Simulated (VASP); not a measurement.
# Cu in VASP: a series of runs, part 3 of 3

VASP 6.6.1.

## (5) Single point, PBEsol (volume scaled by 0.98)

Input file INCAR:

```
PREC = Accurate
ENCUT = 520
EDIFF = 1E-7
ISMEAR = -1
SIGMA = 0.03
LREAL = F
LASPH = T
NELM = 100
ALGO = Normal
ISIF = 2
LWAVE = F
LCHARG = F
GGA = PS
NBANDS = 12
```

Input file KPOINTS:

```
Automatic mesh
0
Gamma
  17 17 17
```

Input file POSCAR:

```
Cu
1.0
    0.0000000000      1.7953687620      1.7953687620
    1.7953687620      0.0000000000      1.7953687620
    1.7953687620      1.7953687620      0.0000000000
Cu
1
Direct
    0.0000000000      0.0000000000      0.0000000000
```

Potentials or basis: VASP PAW PBE potentials, release 64 (Cu).

Started as:

```
$ cat potpaw_PBE.64/Cu/POTCAR > POTCAR
$ mpirun -np 1 vasp_std > vasp.out
```

OUTCAR:

```text
PREC = Accurate
   ENCUT = 520
   EDIFF = 1E-7
   ISMEAR = -1
   LREAL = F
   LASPH = T
   NELM = 100
   ISIF = 2
   GGA = PS

 ion  position               nearest neighbor table
   1  0.000  0.000  0.000-

  LATTYP: Found a face centered cubic cell.
 ALAT       =     3.5907375240

  Lattice vectors:

 A1 = (   0.0000000000,   1.7953687620,   1.7953687620)
 A2 = (   1.7953687620,   0.0000000000,   1.7953687620)
 A3 = (   1.7953687620,   1.7953687620,   0.0000000000)

Analysis of symmetry for initial positions (statically):
=====================================================================
 Subroutine PRICEL returns:
 Original cell was already a primitive cell.

 Routine SETGRP: Setting up the symmetry group for a
 face centered cubic supercell.

 Subroutine GETGRP returns: Found 48 space group operations
 (whereof 48 operations were pure point group operations)
 out of a pool of 48 trial point group operations.

The static configuration has the point symmetry O_h .

Analysis of symmetry for dynamics (positions and initial velocities):
=====================================================================
 Subroutine PRICEL returns:
 Original cell was already a primitive cell.

 Routine SETGRP: Setting up the symmetry group for a
 face centered cubic supercell.

 Subroutine GETGRP returns: Found 48 space group operations
 (whereof 48 operations were pure point group operations)
 out of a pool of 48 trial point group operations.

The dynamic configuration has the point symmetry O_h .

 Subroutine INISYM returns: Found 48 space group operations
 (whereof 48 operations are pure point group operations),
 and found     1 'primitive' translations

----------------------------------------------------------------------------------------

                                     Primitive cell

  volume of cell :      11.5742

  direct lattice vectors                    reciprocal lattice vectors
     0.000000000  1.795368762  1.795368762    -0.278494319  0.278494319  0.278494319
     1.795368762  0.000000000  1.795368762     0.278494319 -0.278494319  0.278494319
     1.795368762  1.795368762  0.000000000     0.278494319  0.278494319 -0.278494319

  length of vectors
     2.539034853  2.539034853  2.539034853     0.482366309  0.482366309  0.482366309

  position of ions in fractional coordinates (direct lattice)
     0.000000000  0.000000000  0.000000000

  ion indices of the primitive-cell ions
   primitive index   ion index
                 1           1

----------------------------------------------------------------------------------------

 KPOINTS: Automatic mesh

Automatic generation of k-mesh.
 Grid dimensions read from file:
 generate k-points for:   17   17   17

 Generating k-lattice:

  Cartesian coordinates                     Fractional coordinates (reciprocal lattice)
    -0.016382019  0.016382019  0.016382019     0.058823529  0.000000000  0.000000000
     0.016382019 -0.016382019  0.016382019     0.000000000  0.058823529  0.000000000
     0.016382019  0.016382019 -0.016382019     0.000000000  0.000000000  0.058823529

  Length of vectors
     0.028374489  0.028374489  0.028374489

  Shift w.r.t. Gamma in fractional coordinates (k-lattice)
     0.000000000  0.000000000  0.000000000

 Subroutine IBZKPT returns following result:
 ===========================================

 Found    165 irreducible k-points:

 Following reciprocal coordinates:
            Coordinates               Weight
  0.000000  0.000000  0.000000      1.000000
  0.058824  0.000000  0.000000      8.000000
  0.117647  0.000000  0.000000      8.000000
  0.176471  0.000000  0.000000      8.000000
  0.235294  0.000000  0.000000      8.000000
  0.294118  0.000000  0.000000      8.000000
[... 16 lines left out ...]
 -0.176471  0.058824  0.000000     24.000000
 -0.117647  0.058824  0.000000     24.000000
 [... further k-points ...]
   k-points           NKPTS =    165   k-points in BZ     NKDIM =    165   number of bands    NBANDS=     12
   number of dos      NEDOS =    301   number of ions     NIONS =      1
   total plane-waves  NPLWV =   8000
   dimension x,y,z NGX =    20 NGY =   20 NGZ =   20
   dimension x,y,z NGXF=    40 NGYF=   40 NGZF=   40
   ions per type =               1
   NGX,Y,Z   is equivalent  to a cutoff of  13.10, 13.10, 13.10 a.u.
   NGXF,Y,Z  is equivalent  to a cutoff of  26.19, 26.19, 26.19 a.u.
 SYSTEM =  unknown system
   PREC   = accura    normal or accurate (medium, high low for compatibility)
   ISTART =      0    job   : 0-new  1-cont  2-samecut
   ICHARG =      2    charge: 1-file 2-atom 10-const
   ISPIN  =      1    spin polarized calculation?
   LNONCOLLINEAR =      F non collinear calculations
   LSORBIT =      F    spin-orbit coupling
   LASPH  =      T    aspherical Exc in radial PAW
   ENCUT  =  520.0 eV  38.22 Ry    6.18 a.u.   4.72  4.72  4.72*2*pi/ulx,y,z
   NELM   =    100;   NELMIN=  2; NELMDL= -5     # of ELM steps
   EDIFF  = 0.1E-06   stopping-criterion for ELM
   LREAL  =      F    real-space projection
   EDIFFG = 0.1E-05   stopping-criterion for IOM
   NSW    =      0    number of steps for IOM
   IBRION =     -1    ionic relax: 0-MD 1-quasi-New 2-CG
   NFREE  =      0    steps in history (QN), initial steepest desc. (CG)
   ISIF   =      2    stress and relaxation
   ISYM   =      2    0-nonsym 1-usesym 2-fastsym
   POTIM  = 0.5000    time-step for ionic-motion
   TEBEG  =    0.0;   TEEND  =   0.0 temperature during run
   PSTRESS=    0.0 pullay stress
   NELECT =      11.0000    total number of electrons
   NUPDOWN=      -1.0000    fix difference up-down
   EMIN   =  10.00;   EMAX   =-10.00  energy-range for DOS
   EFERMI =   0.00;   METHOD = LEGACY
   ISMEAR =    -1;   SIGMA  =   0.03  broadening in eV -4-tet -1-fermi 0-gaus
   EFERMI_NEDOS =   21; number of points for ismear=-14 and -15
   IALGO  =     38    algorithm
   IMIX   =      4    mixing-type and parameters
     AMIX     =   0.40;   BMIX     =  1.00
     AMIX_MAG =   1.60;   BMIX_MAG =  1.00
  volume/ion in A,a.u.               =      11.57        78.11
  Fermi-wavevector in a.u.,A,eV,Ry     =   1.609566  3.041638 35.248641  2.590702
  Thomas-Fermi vector in A             =   2.705255
   LORBIT       =      0    0 simple, 1 ext, 2 COOP (PROOUT), +10 PAW based schemes
   GGA     = PS    functional components
   LHFCALC =     F    Hartree Fock is set to
   AEXX    =    0.0000 exact exchange contribution
   IVDW    =     0    specifies the selected vdW correction
   LEPSILON=     F    determine dielectric tensor
   LRPA    =     F    only Hartree local field effects (RPA)
 non-spin polarized calculation
  energy-cutoff  :      520.00
  volume of cell :       11.57
 maximum number of plane-waves:       331
   NGX =  9   NGY =  9   NGZ =  9

 number of electron      11.0000008 magnetization

 Free energy of the ion-electron system (eV)
  ---------------------------------------------------
  ext. energy  EPLUGINS =         0.00000000
  ---------------------------------------------------
  free energy    TOTEN  =        -4.30617006 eV

  energy without entropy =       -4.30534153  energy(sigma->0) =       -4.30575580

 E-fermi :   7.7344     XC(G=0): -13.0272

 val. band max:        7.5890723343   @ k =   0.4706   0.1765   0.0000
 cond. band min:       7.7541326811   @ k =  -0.3529   0.1765   0.0000
 fundamental gap:      0.1650603468
 Fermi energy:         7.7344319190

 k-point     1 :       0.0000    0.0000    0.0000
  band No.  band energies     occupation
      1      -1.8923      2.00000
      2       4.5538      2.00000
      3       4.5538      2.00000
      4       4.5538      2.00000
      5       5.4117      2.00000
      6       5.4117      2.00000
      7      30.3971      0.00000
      8      33.1673      0.00000
      9      33.1673      0.00000
     10      33.1673      0.00000
     11      35.6600      0.00000
     12      35.6600      0.00000

 k-point     2 :       0.0588    0.0000    0.0000
  band No.  band energies     occupation
      1      -1.7643      2.00000
      2       4.5259      2.00000
      3       4.5785      2.00000
      4       4.5785      2.00000
      5       5.4018      2.00000
      6       5.4018      2.00000
      7      29.6732      0.00000
      8      31.6916      0.00000
      9      32.7602      0.00000
     10      32.7602      0.00000
     11      36.2455      0.00000
     12      36.2455      0.00000
[... 316 lines left out ...]
 k-point    24 :      -0.1176    0.0588    0.0000
  band No.  band energies     occupation
      1      -1.0953      2.00000
      2       4.3850      2.00000
      3       4.6886      2.00000
      4       4.6925      2.00000
      5       5.3014      2.00000
      6       5.4494      2.00000
      7      26.0794      0.00000
      8      28.6482      0.00000
      9      32.2529      0.00000
     10      33.6127      0.00000
     11      36.1374      0.00000
     12      36.6064      0.00000

 [... further k-points ...]
[... 5 lines left out ...]
  --------------------------------------------------------------------------------------
  -------------------------------------------------------------------------------------
  Total       -0.2263372     -0.2263372     -0.2263372      0.0000000      0.0000000      0.0000000
  in kB      -31.3310883    -31.3310883    -31.3310883      0.0000000      0.0000000      0.0000000
  external PRESSURE =     -31.3310883 kB  Pullay stress =       0.0000000 kB

 VOLUME and BASIS-vectors are now :
 -----------------------------------------------------------------------------
  energy-cutoff  :      520.00
  volume of cell :       11.57
      direct lattice vectors                 reciprocal lattice vectors
     0.000000000  1.795368762  1.795368762    -0.278494319  0.278494319  0.278494319
     1.795368762  0.000000000  1.795368762     0.278494319 -0.278494319  0.278494319
     1.795368762  1.795368762  0.000000000     0.278494319  0.278494319 -0.278494319

 POSITION                                       TOTAL-FORCE (eV/Angst)
 -----------------------------------------------------------------------------------
      0.00000      0.00000      0.00000        -0.000000     -0.000000     -0.000000
 -----------------------------------------------------------------------------------
    total drift:                                0.000000      0.000000      0.000000

  FREE ENERGIE OF THE ION-ELECTRON SYSTEM (eV)
  ---------------------------------------------------
  free  energy   TOTEN  =        -4.3061700601 eV

  energy  without entropy=       -4.3053415348  energy(sigma->0) =       -4.30575580
```

It took 39 s on 1 thread of Intel Xeon 8259CL, shared host; peak memory 0.14 GiB.

What came out:

- Free energy: -4.3062 eV
- Pressure: -3.1 GPa

Caveat: the PAW data sets were made with another functional, which shifts forces and pressure a little.

## (6) The runs side by side

| cell | gap on the mesh (eV) | pressure (GPa) |
| --- | --- | --- |
| a = 2.543 Å, angles 60.7°, 1 atom | none | -5.9 |
| a = 2.582 Å, angles 58.7°, 1 atom | none | -5.7 |
| a = 2.504 Å, angles 60.0°, 1 atom | none | 3.9 |
| a = 2.539 Å, angles 60.0°, 1 atom | none | -3.1 |

Alike in all rows: task single point; level PBEsol; potentials or basis VASP PAW PBE potentials, release 64 (Cu); no spin polarisation; k mesh 17 × 17 × 17; cutoff (eV) 520; smearing fermi-dirac 0.03 eV.

Caveats: the PAW data sets were made with another functional, which shifts forces and pressure a little.

Total energies depend on the potentials used, so only differences within one code and one set of settings carry meaning.
